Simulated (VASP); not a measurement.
Wanted: the native input for a VASP 6.6.1 run.

```yaml
Task: single point
Functional: revPBE
Potentials_or_basis: VASP PAW PBE potentials, release 64 (Li_sv)
Cutoff: 520 eV
k_mesh: 13 × 13 × 13
Occupations: fermi-dirac, width 0.1 eV
Spin: no spin polarisation
Dipole_correction: no
Further_INCAR_settings: ALGO = Normal; EDIFF = 1e-06; NBANDS = 12
```

The structure of Li lies in POSCAR:

```
Li
1.0
    1.5315510926      0.8842414356      7.4790919254
   -1.5315510926      0.8842414356      7.4790919254
    0.0000000000     -1.7684828712      7.4790919254
Li
3
Direct
    1.0000000000      0.0000000000      0.0000000000
    0.2222970963      0.2222970963      0.2222970963
    0.7777029037      0.7777029037      0.7777029037
```

These files were run (other wordings do the same):

INCAR

```
SYSTEM = Li
PREC     = Accurate       ! precision mode
ENCUT    = 520            ! plane-wave cutoff, eV
EDIFF    = 1E-6           ! SCF threshold, eV
ISMEAR   = -1             ! smearing method
SIGMA    = 0.1            ! smearing width, eV
LREAL    = .False.        ! projectors in reciprocal space
LASPH    = .True.         ! aspherical terms in the spheres
NELM     = 100            ! most SCF steps
ALGO     = Normal         ! electronic algorithm
ISIF     = 2              ! what is computed and relaxed
LWAVE    = .False.        ! write WAVECAR
LCHARG   = .True.         ! write CHGCAR
GGA      = RE             ! functional
LELF     = .True.         ! ELF
LVHAR    = .True.       
NBANDS   = 12             ! bands
```

KPOINTS

```
Automatic mesh
0
Gamma
  13 13 13
  0 0 0
```

Potentials or basis: VASP PAW PBE potentials, release 64 (Li_sv).

Launch:

```bash
$ cat potpaw_PBE.64/Li_sv/POTCAR > POTCAR
$ mpirun -np 1 vasp_std > vasp.out
```

It gave:

The band gap on the k mesh is zero (an odd number of electrons rules out a gap without spin polarisation).

Wall time 10 min on 1 thread of Oxide Virtual Turin-like Processor, on a shared host, peak memory 0.48 GiB.
